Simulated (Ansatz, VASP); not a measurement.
# Ta2Si: VASP beside Ansatz

File INCAR:

```
SYSTEM = Ta2Si
PREC     = Accurate       ! precision mode
ENCUT    = 520            ! plane-wave cutoff, eV
EDIFF    = 1E-6           ! SCF threshold, eV
ISMEAR   = 0              ! smearing method
SIGMA    = 0.15           ! smearing width, eV
LREAL    = .False.        ! projectors in reciprocal space
LASPH    = .True.         ! aspherical terms in the spheres
NELM     = 100            ! most SCF steps
ALGO     = Fast           ! electronic algorithm
ISIF     = 2              ! what is computed and relaxed
LWAVE    = .False.        ! write WAVECAR
LCHARG   = .False.        ! write CHGCAR
GGA      = PS             ! functional
NBANDS   = 35             ! bands
```

Contents of KPOINTS:

```
regular mesh
0
Gamma
  12 12 12
  0 0 0
```

Contents of POSCAR:

```
Ta2Si
1.0
   -2.9456416507      2.9456416507      2.3183074125
    2.9456416507     -2.9456416507      2.3183074125
    2.9456416507      2.9456416507     -2.3183074125
Ta Si
4 2
Direct
    0.6630661939      0.8369338061      0.5000000000
    0.8369338061      0.3369338061      0.1738676123
    0.3369338061      0.1630661939      0.5000000000
    0.1630661939      0.6630661939      0.8261323878
    0.2500000000      0.2500000000      0.0000000000
    0.7500000000      0.7500000000      0.0000000000
```

Input for Ansatz:

```yaml
crystal:
  lattice:
    - [-2.9456416507, 2.9456416507, 2.3183074125]
    - [2.9456416507, -2.9456416507, 2.3183074125]
    - [2.9456416507, 2.9456416507, -2.3183074125]
  atoms:
    - { symbol: Ta, position: [0.6630661939, 0.8369338061, 0.5] }
    - { symbol: Ta, position: [0.8369338061, 0.3369338061, 0.1738676123] }
    - { symbol: Ta, position: [0.3369338061, 0.1630661939, 0.5] }
    - { symbol: Ta, position: [0.1630661939, 0.6630661939, 0.8261323878] }
    - { symbol: Si, position: [0.25, 0.25, 0.0] }
    - { symbol: Si, position: [0.75, 0.75, 0.0] }
basis:
  ecutwfc: 420
kpoints:
  mp_grid: { grid: [12, 12, 12] }
hamiltonian:
  xc: pbesol
scf:
  occupations: { method: gaussian, width: 0.15 }
output:
  forces: true
  stress: true
  eigenvalues: true
```

Change from the starting cell: strain -0.040 along x and y, -0.080 along z, atoms carried along.

Alike in both runs: task single point; functional PBEsol; k mesh 12 × 12 × 12; occupations gaussian, width 0.15 eV; no spin polarisation.

```csv
,VASP,Ansatz
version,VASP 6.6.1,Ansatz 0.2.0
potentials or method,"VASP PAW PBE potentials, release 64 (Ta_pv, Si), cutoff 520 eV","scalar-relativistic, plane waves, PAW"
valence electrons in the cell,52,60
```

```tsv
	VASP	Ansatz	Ansatz less VASP
gap on the k mesh at the Fermi level (eV)	none	none	-
pressure (GPa)	53.5	52.7	-0.78
traceless stress, the component that is largest in VASP (GPa)	9.56	9.63	+0.070
rms of the force components (eV/Å)	0.311	0.304	-0.0066
```

VASP's potentials were made for PBE, not for PBEsol. Atom by atom the forces differ by 0.007 eV/Å (rms over components). A gap of «none» marks a metal or a gap that the smearing closes. Both programs put the cell under a high pressure, so it lies far from rest at this level. VASP's potentials hold 52 valence electrons a cell and Ansatz's 60, so a difference there can come from the potentials and not from the codes.

Spin-orbit coupling is off throughout.
